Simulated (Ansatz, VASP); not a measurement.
# One calculation of Cu6N, two programs

```xyz
14
Lattice="5.0394 0.0000 0.0000 -2.5197 4.3642 0.0000 0.0000 0.0000 22.8222" Properties=species:S:1:pos:R:3 pbc="T T T"
Cu    1.2598    0.7274    4.0000
Cu    0.0000    2.9095    4.0000
Cu    3.7795    0.7274    4.0000
Cu    2.5197    2.9095    4.0000
Cu    0.0000    1.4547    6.0611
Cu   -1.2598    3.6369    6.0611
Cu    2.5197    1.4547    6.0611
Cu    1.2598    3.6369    6.0611
Cu    0.0000    0.0000    8.1222
Cu   -1.2598    2.1821    8.1222
Cu    2.5197    0.0000    8.1222
Cu    1.2598    2.1821    8.1222
N     0.0000    1.4547   11.1222
N     0.0000    1.4547   12.2222
```

Alike in both runs: task single point; functional PBE; dispersion D3(BJ); k mesh 6 × 6 × 1; occupations gaussian, width 0.1 eV; no spin polarisation.

|  | VASP | Ansatz |
| --- | --- | --- |
| version | VASP 6.6.1 | Ansatz 0.2.0 |
| potentials or method | VASP PAW PBE potentials, release 64 (Cu, N), cutoff 520 eV | scalar-relativistic, plane waves, PAW |
| valence electrons in the cell | 142 | 238 |

|  | VASP | Ansatz | Ansatz less VASP |
| --- | --- | --- | --- |
| gap on the k mesh at the Fermi level (eV) | none | none | - |
| rms of the force components (eV/Å) | 0.474 | 0.084 | -0.3901 |

Atom by atom the forces differ by 0.391 eV/Å (rms over components). A gap of «none» marks a metal or a gap that the smearing closes. One of these differences is far larger than is usual between the two programs; its cause wasn't traced. VASP's potentials hold 142 valence electrons a cell and Ansatz's 238, so a difference there can come from the potentials and not from the codes.

Noted on VASP's run: the standard files for N, O and F lose accuracy on very short bonds.
